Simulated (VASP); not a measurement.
# Al3Pd (Pm-3m) in VASP: notebook

Al3Pd is run at these levels: PBE; tasks: single point.

All numbers are computed with VASP 6.6.1; they aren't measurements. Logs are shortened: lines on timing, memory, paths and dates and some standing lists are left out, and cuts for length are marked.

## Step 1: The cell of the first run

Symmetry: Pm-3m, No. 221, cubic system. The conventional cell has a = 3.947 Å, b = 3.947 Å, c = 3.947 Å, α = 90.00°, β = 90.00°, γ = 90.00°. Within 3.7 Å of Al (site symmetry 4/mmm) lie 8 Al at 2.79 Å and 4 Pd at 2.79 Å. Within 3.7 Å of Pd (site symmetry m-3m) lie 12 Al at 2.79 Å.

## Step 2: Single point, PBE

INCAR reads:

```
PREC = Accurate ; ENCUT = 520
EDIFF = 1E-6 ; ISMEAR = 0
SIGMA = 0.1 ; LREAL = False
LASPH = True ; NELM = 80
ALGO = Fast ; ISIF = 2
LWAVE = False ; LCHARG = False
GGA = PE ; NBANDS = 18
```

KPOINTS reads:

```
Automatic mesh
0
Gamma
  4 4 4
  0.5 0.5 0.5
```

POSCAR reads:

```
Al3Pd
1.0
    3.9469100000      0.0000000000      0.0000000000
    0.0000000000      3.9469100000      0.0000000000
    0.0000000000      0.0000000000      3.9469100000
Al Pd
3 1
Direct
    0.0000000000      0.5000000000      0.5000000000
    0.5000000000      0.0000000000      0.5000000000
    0.5000000000      0.5000000000      0.0000000000
    0.0000000000      0.0000000000      0.0000000000
```

Potentials or basis: VASP PAW PBE potentials, release 64 (Al, Pd).

Run with:

```sh
$ cat potpaw_PBE.64/Al/POTCAR potpaw_PBE.64/Pd/POTCAR > POTCAR
$ mpirun -np 1 vasp_std > vasp.out
```

OUTCAR:

```text
PREC = Accurate
   ENCUT = 520
   EDIFF = 1E-6
   ISMEAR = 0
   LREAL = False
   LASPH = True
   NELM = 80
   ISIF = 2
   GGA = PE

 ion  position               nearest neighbor table
   1  0.000  0.500  0.500-   2 2.79   3 2.79   4 2.79   3 2.79   4 2.79   2 2.79   4 2.79   4 2.79
                             2 2.79   3 2.79   3 2.79   2 2.79
   2  0.500  0.000  0.500-   1 2.79   3 2.79   4 2.79   3 2.79   4 2.79   1 2.79   3 2.79   3 2.79
                             1 2.79   4 2.79   4 2.79   1 2.79
   3  0.500  0.500  0.000-   1 2.79   2 2.79   4 2.79   1 2.79   2 2.79   2 2.79   4 2.79   2 2.79
                             1 2.79   4 2.79   1 2.79   4 2.79
   4  0.000  0.000  0.000-   1 2.79   2 2.79   3 2.79   1 2.79   2 2.79   1 2.79   3 2.79   1 2.79
                             2 2.79   3 2.79   2 2.79   3 2.79

  LATTYP: Found a simple cubic cell.
 ALAT       =     3.9469100000

  Lattice vectors:

 A1 = (   3.9469100000,   0.0000000000,   0.0000000000)
 A2 = (   0.0000000000,   3.9469100000,   0.0000000000)
 A3 = (   0.0000000000,   0.0000000000,   3.9469100000)

Analysis of symmetry for initial positions (statically):
=====================================================================
 Subroutine PRICEL returns:
 Original cell was already a primitive cell.

 Routine SETGRP: Setting up the symmetry group for a
 simple cubic supercell.

 Subroutine GETGRP returns: Found 48 space group operations
 (whereof 48 operations were pure point group operations)
 out of a pool of 48 trial point group operations.

The static configuration has the point symmetry O_h .

Analysis of symmetry for dynamics (positions and initial velocities):
=====================================================================
 Subroutine PRICEL returns:
 Original cell was already a primitive cell.

 Routine SETGRP: Setting up the symmetry group for a
 simple cubic supercell.

 Subroutine GETGRP returns: Found 48 space group operations
 (whereof 48 operations were pure point group operations)
 out of a pool of 48 trial point group operations.

The dynamic configuration has the point symmetry O_h .

 Subroutine INISYM returns: Found 48 space group operations
 (whereof 48 operations are pure point group operations),
 and found     1 'primitive' translations

----------------------------------------------------------------------------------------

                                     Primitive cell

  volume of cell :      61.4854

  direct lattice vectors                    reciprocal lattice vectors
     3.946910000  0.000000000  0.000000000     0.253362757  0.000000000  0.000000000
     0.000000000  3.946910000  0.000000000     0.000000000  0.253362757  0.000000000
     0.000000000  0.000000000  3.946910000     0.000000000  0.000000000  0.253362757

  length of vectors
     3.946910000  3.946910000  3.946910000     0.253362757  0.253362757  0.253362757

  position of ions in fractional coordinates (direct lattice)
     0.000000000  0.500000000  0.500000000
     0.500000000  0.000000000  0.500000000
     0.500000000  0.500000000  0.000000000
     0.000000000  0.000000000  0.000000000

  ion indices of the primitive-cell ions
   primitive index   ion index
                 1           1
                 2           2
                 3           3
                 4           4

----------------------------------------------------------------------------------------

 KPOINTS: Automatic mesh

Automatic generation of k-mesh.
 Grid dimensions read from file:
 generate k-points for:    4    4    4

 Generating k-lattice:

  Cartesian coordinates                     Fractional coordinates (reciprocal lattice)
     0.063340689  0.000000000  0.000000000     0.250000000  0.000000000  0.000000000
     0.000000000  0.063340689  0.000000000     0.000000000  0.250000000  0.000000000
     0.000000000  0.000000000  0.063340689     0.000000000  0.000000000  0.250000000

  Length of vectors
     0.063340689  0.063340689  0.063340689

  Shift w.r.t. Gamma in fractional coordinates (k-lattice)
     0.500000000  0.500000000  0.500000000

 Subroutine IBZKPT returns following result:
 ===========================================

 Found      4 irreducible k-points:

 Following reciprocal coordinates:
            Coordinates               Weight
  0.125000  0.125000  0.125000      8.000000
  0.375000  0.125000  0.125000     24.000000
  0.375000  0.375000  0.125000     24.000000
  0.375000  0.375000  0.375000      8.000000
   k-points           NKPTS =      4   k-points in BZ     NKDIM =      4   number of bands    NBANDS=     18
   number of dos      NEDOS =    301   number of ions     NIONS =      4
   total plane-waves  NPLWV =  27000
   dimension x,y,z NGX =    30 NGY =   30 NGZ =   30
   dimension x,y,z NGXF=    60 NGYF=   60 NGZF=   60
   ions per type =               3   1
   NGX,Y,Z   is equivalent  to a cutoff of  12.64, 12.64, 12.64 a.u.
   NGXF,Y,Z  is equivalent  to a cutoff of  25.27, 25.27, 25.27 a.u.
 SYSTEM =  unknown system
   PREC   = accura    normal or accurate (medium, high low for compatibility)
   ISTART =      0    job   : 0-new  1-cont  2-samecut
   ICHARG =      2    charge: 1-file 2-atom 10-const
   ISPIN  =      1    spin polarized calculation?
   LNONCOLLINEAR =      F non collinear calculations
   LSORBIT =      F    spin-orbit coupling
   LASPH  =      T    aspherical Exc in radial PAW
   ENCUT  =  520.0 eV  38.22 Ry    6.18 a.u.   7.34  7.34  7.34*2*pi/ulx,y,z
   NELM   =     80;   NELMIN=  2; NELMDL= -5     # of ELM steps
   EDIFF  = 0.1E-05   stopping-criterion for ELM
   LREAL  =      F    real-space projection
   EDIFFG = 0.1E-04   stopping-criterion for IOM
   NSW    =      0    number of steps for IOM
   IBRION =     -1    ionic relax: 0-MD 1-quasi-New 2-CG
   NFREE  =      0    steps in history (QN), initial steepest desc. (CG)
   ISIF   =      2    stress and relaxation
   ISYM   =      2    0-nonsym 1-usesym 2-fastsym
   POTIM  = 0.5000    time-step for ionic-motion
   TEBEG  =    0.0;   TEEND  =   0.0 temperature during run
   PSTRESS=    0.0 pullay stress
   NELECT =      19.0000    total number of electrons
   NUPDOWN=      -1.0000    fix difference up-down
   EMIN   =  10.00;   EMAX   =-10.00  energy-range for DOS
   EFERMI =   0.00;   METHOD = LEGACY
   ISMEAR =     0;   SIGMA  =   0.10  broadening in eV -4-tet -1-fermi 0-gaus
   EFERMI_NEDOS =   21; number of points for ismear=-14 and -15
   IALGO  =     68    algorithm
   IMIX   =      4    mixing-type and parameters
     AMIX     =   0.40;   BMIX     =  1.00
     AMIX_MAG =   1.60;   BMIX_MAG =  1.00
  volume/ion in A,a.u.               =      15.37       103.73
  Fermi-wavevector in a.u.,A,eV,Ry     =   1.106799  2.091547 16.667195  1.225004
  Thomas-Fermi vector in A             =   2.243305
   LORBIT       =      0    0 simple, 1 ext, 2 COOP (PROOUT), +10 PAW based schemes
   GGA     = PE    functional components
   LHFCALC =     F    Hartree Fock is set to
   AEXX    =    0.0000 exact exchange contribution
   IVDW    =     0    specifies the selected vdW correction
   LEPSILON=     F    determine dielectric tensor
   LRPA    =     F    only Hartree local field effects (RPA)
 non-spin polarized calculation
 RMM-DIIS sequential band-by-band and
 Gauss-broadening in eV      SIGMA  =   0.10
  energy-cutoff  :      520.00
  volume of cell :       61.49
 maximum number of plane-waves:      1671
 NGX is ok and might be reduce to    30
   NGX = 15   NGY = 15   NGZ = 15

 number of electron      19.0000003 magnetization

 Free energy of the ion-electron system (eV)
  ---------------------------------------------------
  ext. energy  EPLUGINS =         0.00000000
  ---------------------------------------------------
  free energy    TOTEN  =       -17.92593538 eV

  energy without entropy =      -17.90254349  energy(sigma->0) =      -17.91423943

 E-fermi :   9.2773     XC(G=0): -11.0653

 val. band max:        9.1587985078   @ k =   0.3750   0.3750   0.3750
 cond. band min:       9.3017558514   @ k =   0.3750   0.3750   0.1250
 fundamental gap:      0.1429573436
 Fermi energy:         9.2772781236

 k-point     1 :       0.1250    0.1250    0.1250
  band No.  band energies     occupation
      1      -1.3140      2.00000
      2       4.1191      2.00000
      3       4.1191      2.00000
      4       4.9754      2.00000
      5       5.3957      2.00000
      6       5.3957      2.00000
      7       6.7230      2.00000
      8       7.0353      2.00000
      9       7.0353      2.00000
     10      11.3289      0.00000
     11      11.9389      0.00000
     12      11.9389      0.00000
     13      13.2926      0.00000
     14      13.2926      0.00000
     15      13.5154      0.00000
     16      15.4890      0.00000
     17      17.2784      0.00000
     18      17.2784      0.00000

 k-point     2 :       0.3750    0.1250    0.1250
  band No.  band energies     occupation
      1      -0.1505      2.00000
      2       2.1303      2.00000
      3       4.4283      2.00000
      4       4.8312      2.00000
      5       4.8858      2.00000
      6       5.4795      2.00000
      7       6.1791      2.00000
      8       7.8661      2.00000
      9       8.3921      2.00000
     10      10.0527      0.00000
     11      10.3734      0.00000
     12      12.3324      0.00000
     13      12.4281      0.00000
     14      14.1946      0.00000
     15      14.4828      0.00000
     16      15.6270      0.00000
     17      16.7510      0.00000
     18      17.3919      0.00000

 k-point     3 :       0.3750    0.3750    0.1250
  band No.  band energies     occupation
      1       0.8853      2.00000
      2       2.8796      2.00000
      3       3.1989      2.00000
      4       4.5024      2.00000
      5       5.0395      2.00000
      6       5.1954      2.00000
      7       6.2879      2.00000
      8       6.5652      2.00000
      9       7.4403      2.00000
     10       9.3018      0.72922
     11      11.0732      0.00000
     12      11.6384      0.00000
     13      12.9855      0.00000
     14      14.5329      0.00000
     15      15.1488      0.00000
     16      16.0653      0.00000
     17      16.8194      0.00000
     18      17.9616      0.00000

 k-point     4 :       0.3750    0.3750    0.3750
  band No.  band energies     occupation
      1       1.8257      2.00000
      2       3.3631      2.00000
      3       3.3631      2.00000
      4       4.4238      2.00000
      5       5.1743      2.00000
      6       5.1743      2.00000
      7       5.6746      2.00000
      8       6.7123      2.00000
      9       6.7123      2.00000
     10       8.5364      2.00000
     11       9.1588      1.90617
     12       9.1588      1.90617
     13      10.9284      0.00000
     14      17.6704      0.00000
     15      17.6704      0.00000
     16      18.5076      0.00000
     17      19.3924      0.00000
     18      20.2732      0.00000

------------------------ aborting loop because EDIFF is reached ----------------------------------------

  FORCE on cell =-STRESS in cart. coord.  units (eV):
  Direction    XX          YY          ZZ          XY          YZ          ZX
  --------------------------------------------------------------------------------------
  -------------------------------------------------------------------------------------
  Total        0.5660341      0.5660341      0.5660341      0.0000000      0.0000000      0.0000000
  in kB       14.7496431     14.7496431     14.7496431      0.0000000      0.0000000      0.0000000
  external PRESSURE =      14.7496431 kB  Pullay stress =       0.0000000 kB

 VOLUME and BASIS-vectors are now :
 -----------------------------------------------------------------------------
  energy-cutoff  :      520.00
  volume of cell :       61.49
      direct lattice vectors                 reciprocal lattice vectors
     3.946910000  0.000000000  0.000000000     0.253362757  0.000000000  0.000000000
     0.000000000  3.946910000  0.000000000     0.000000000  0.253362757  0.000000000
     0.000000000  0.000000000  3.946910000     0.000000000  0.000000000  0.253362757

 POSITION                                       TOTAL-FORCE (eV/Angst)
 -----------------------------------------------------------------------------------
      0.00000      1.97345      1.97345         0.000000      0.000000      0.000000
      1.97345      0.00000      1.97345         0.000000      0.000000      0.000000
      1.97345      1.97345      0.00000         0.000000      0.000000      0.000000
      0.00000      0.00000      0.00000         0.000000      0.000000      0.000000
 -----------------------------------------------------------------------------------
    total drift:                                0.000000     -0.000000      0.000000

  FREE ENERGIE OF THE ION-ELECTRON SYSTEM (eV)
  ---------------------------------------------------
  free  energy   TOTEN  =       -17.9259353755 eV

  energy  without entropy=      -17.9025434897  energy(sigma->0) =      -17.91423943
```

Run time: 4.5 s. Hardware: 1 thread of Intel Xeon 6975P-C (Granite Rapids), shared host; peak memory 0.15 GiB.

What came out:

```yaml
Free_energy: -17.9259 eV
Pressure: 1.5 GPa
```

Caveat: the k points lie up to 0.40 Å⁻¹ apart.

## Step 3: Single point, PBE

INCAR reads:

```
PREC = Accurate ; ENCUT = 520
EDIFF = 1E-6 ; ISMEAR = 0
SIGMA = 0.1 ; LREAL = F
LASPH = T ; NELM = 100
ALGO = Fast ; ISIF = 2
LWAVE = F ; LCHARG = F
GGA = PE ; NBANDS = 18
```

KPOINTS reads:

```
regular mesh
0
Gamma
  6 6 6
```

POSCAR is that of step 2.

Potentials or basis: VASP PAW PBE potentials, release 64 (Al, Pd).

Run with:

```sh
$ cat potpaw_PBE.64/Al/POTCAR potpaw_PBE.64/Pd/POTCAR > POTCAR
$ mpirun -np 1 vasp_std > vasp.out
```

It took 11 s on 1 thread of Intel Xeon 6975P-C (Granite Rapids), shared host; peak memory 0.17 GiB.

It converged, with:

```yaml
Free_energy: -17.8483 eV
Pressure: 1.3 GPa
```

Levels at points of the mesh, in eV from the Fermi level:
```tsv
k point	band 5	band 6	band 7	band 8	band 9	band 10	band 11	band 12	band 13	band 14
(0.00, 0.00, 0.00)	-3.67	-3.67	-2.29	-2.29	-2.29	0.11	1.80	1.80	5.84	5.84
(0.50, 0.00, 0.00)	-4.47	-3.59	-3.13	0.56	0.56	0.93	1.16	1.16	1.42	3.98
(0.50, 0.50, 0.00)	-4.18	-4.18	-3.17	-2.78	-2.52	1.12	3.59	3.59	4.05	4.05
(0.50, 0.50, 0.50)	-3.69	-3.69	-3.69	-3.15	-3.15	-1.20	-0.65	-0.65	-0.65	11.79
```

## Step 4: Single point, PBE

INCAR reads:

```
  PREC = Accurate
  ENCUT = 520
  EDIFF = 1E-7
  ISMEAR = 0
  SIGMA = 0.1
  LREAL = F
  LASPH = T
  NELM = 60
  ALGO = Normal
  ISIF = 2
  LWAVE = F
  LCHARG = F
  GGA = PE
  NBANDS = 18
```

KPOINTS reads:

```
Automatic mesh
0
Gamma
  6 6 6
  0.5 0.5 0.5
```

POSCAR is that of step 3.

Run with:

```sh
$ cat potpaw_PBE.64/Al/POTCAR potpaw_PBE.64/Pd/POTCAR > POTCAR
$ mpirun -np 1 vasp_std > vasp.out
```

Run time: 6 s. Hardware: 1 thread of Intel Xeon 6975P-C (Granite Rapids), shared host; peak memory 0.16 GiB.

It converged, with:

* Free energy: -17.8526 eV
* Pressure: 1.3 GPa

Levels at points of the mesh, in eV from the Fermi level:
```
           k point  band 7  band 8  band 9  band 10  band 11  band 12
(0.08, 0.08, 0.08)   -2.59   -2.35   -2.35     1.03     2.11     2.11
```

## Step 5: Overview

| k mesh | gap on the mesh (eV) | pressure (GPa) |
| --- | --- | --- |
| 4 × 4 × 4, shifted | none | 1.5 |
| 6 × 6 × 6 | none | 1.3 |
| 6 × 6 × 6, shifted | none | 1.3 |

Alike in all rows: task single point; level PBE; potentials or basis VASP PAW PBE potentials, release 64 (Al, Pd); no spin polarisation; cell as given; cutoff (eV) 520; smearing gaussian 0.1 eV.

Caveats: some runs use coarse meshes.

Absolute energies hang on the potentials; compare differences alone.
